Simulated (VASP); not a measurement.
Here is a VASP 6.6.1 calculation.

The input INCAR:

```
SYSTEM = Ti6H
PREC = Accurate
ENCUT = 520
EDIFF = 1E-7
ISMEAR = 0
SIGMA = 0.1
LREAL = .False.
LASPH = .True.
NELM = 80
ALGO = Normal
ISIF = 2
LWAVE = .False.
LCHARG = .True.
LDIPOL = .True.
IDIPOL = 3
DIPOL = 0.5 0.5 0.353
GGA = PE
LELF = .True.
LVHAR = .True.
LVACPOTAV = .True.
NBANDS = 46
```

File KPOINTS:

```
Automatic mesh
0
Gamma
  9 6 1
  0 0 0
```

The input POSCAR:

```
Ti6H
1.0
    2.9381632085      0.0000000000      0.0000000000
    0.0000000000      4.6504654182      0.0000000000
    0.0000000000      0.0000000000     21.2842242132
Ti H
6 1
Direct
    0.0000000000      0.7500000000      0.1879326190
    0.5000000000      0.2500000000      0.2277825403
    0.5000000000      0.7500000000      0.3074823829
    0.0000000000      0.2500000000      0.3461291980
   -0.2944939767      0.6638394367      0.4305051053
    0.2053634690      0.1917491324      0.4679043766
    0.6666666667      0.4166666667      0.5057896687
```

Potentials or basis: VASP PAW PBE potentials, release 64 (Ti_sv, H).

Run with:

```bash
$ cat potpaw_PBE.64/Ti_sv/POTCAR potpaw_PBE.64/H/POTCAR > POTCAR
$ mpirun -np 1 vasp_std > vasp.out
```

Question: What does it give for the band gap on the k mesh?

Answer: Zero (an odd number of electrons rules out a gap without spin polarisation).

Question: What does it give for the largest force?

Answer: 0.632 eV/Å.

Forces in eV/Å, atoms in the order of the input:
```
Ti   0.012  0.001  0.377
Ti   0.019 -0.073  0.145
Ti  -0.253 -0.006 -0.579
Ti  -0.212  0.054  0.072
Ti   0.008 -0.011  0.011
Ti  -0.020 -0.004 -0.018
H    0.446  0.040 -0.008
```
